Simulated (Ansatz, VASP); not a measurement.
## Two plane-wave programs on Si

```
Si
1.0
     1.83770   -4.63471    0.00000
     1.83770    4.63471    0.00000
     0.00000    0.00000    3.61521
Si
3
Direct
  0.67141 0.32859 0.50000
  0.32859 0.67141 0.50000
  0.50000 0.50000 0.00000
```

Alike in both runs: functional PBE; k mesh 14 × 14 × 14; occupations gaussian, width 0.1 eV; no spin polarisation.

Ansatz relaxed the structure, and its values are those at the end. VASP's run is a single point on that final structure, the one shown.

|  | VASP | Ansatz |
| --- | --- | --- |
| version | VASP 6.6.1 | Ansatz 0.2.0 |
| potentials or method | VASP PAW PBE potentials, release 64 (Si), cutoff 520 eV | scalar-relativistic, plane waves, PAW |
| valence electrons in the cell | 12 | 12 |

|  | VASP | Ansatz | Ansatz less VASP |
| --- | --- | --- | --- |
| gap on the k mesh at the Fermi level (eV) | none | none | - |
| pressure (GPa) | -0.1 | 0.0 | +0.06 |

A gap of «none» marks a metal or a gap that the smearing closes. The functional is the same, so the differences come from potentials, cutoffs and numerics.
